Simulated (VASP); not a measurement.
A run of VASP 6.6.1 is set up as follows.

File INCAR:

```
SYSTEM = YGe6
  PREC = Accurate
  ENCUT = 500
  EDIFF = 1E-7
  ISMEAR = 0
  SIGMA = 0.1
  LREAL = .FALSE.
  LASPH = .TRUE.
  NELM = 120
  ALGO = Normal
  ISIF = 3
  LWAVE = .FALSE.
  LCHARG = .FALSE.
  GGA = PE
  IBRION = 2
  NSW = 100
  EDIFFG = -0.01
  GGA_COMPAT = .FALSE.
  NELMIN = 4
```

KPOINTS

```
regular mesh
0
G
  8 8 8
  0 0 0
```

Contents of POSCAR:

```
YGe6
1.0
    0.0000000000      4.1796534600      4.1796534600
    4.1796534600      0.0000000000      4.1796534600
    4.1796534600      4.1796534600      0.0000000000
Y Ge
1 6
Direct
    0.0000000000      0.0000000000      0.0000000000
    0.5000000000      0.5000000000      0.0000000000
    0.5000000000      0.0000000000      0.5000000000
    0.0000000000      0.0000000000      0.5000000000
    0.0000000000      0.5000000000      0.0000000000
    0.0000000000      0.5000000000      0.5000000000
    0.5000000000      0.0000000000      0.0000000000
```

Potentials or basis: VASP PAW PBE potentials, release 64 (Y_sv, Ge_d).

The run is started by

```console
$ cat potpaw_PBE.64/Y_sv/POTCAR potpaw_PBE.64/Ge_d/POTCAR > POTCAR
$ mpirun -np 1 vasp_std > vasp.out
```

Question: Predict the space group after relaxing (to 0.1 Å).

Answer: Fm-3m (No. 225).

Question: Estimate the relaxed cell.

Answer: a = 5.963 Å, b = 5.963 Å, c = 5.963 Å, α = 60.00°, β = 60.00°, γ = 60.00°.

Question: What does it give for the relaxed volume?

Answer: 21.42 Å³/atom.

Question: Estimate the band gap on the k mesh.

Answer: Zero (an odd number of electrons rules out a gap without spin polarisation).

Final structure:
```
Y Ge
1.0
     0.00000    4.21646    4.21646
     4.21646    0.00000    4.21646
     4.21646    4.21646    0.00000
Y Ge
1 6
Cartesian
  0.0000 0.0000 0.0000
  2.1082 2.1082 4.2165
  2.1082 4.2165 2.1082
  2.1082 2.1082 0.0000
  2.1082 0.0000 2.1082
  4.2165 2.1082 2.1082
  0.0000 2.1082 2.1082
```

Caveat: an odd number of electrons without spin polarisation forces a metal; a magnetic or distorted state may lie lower.
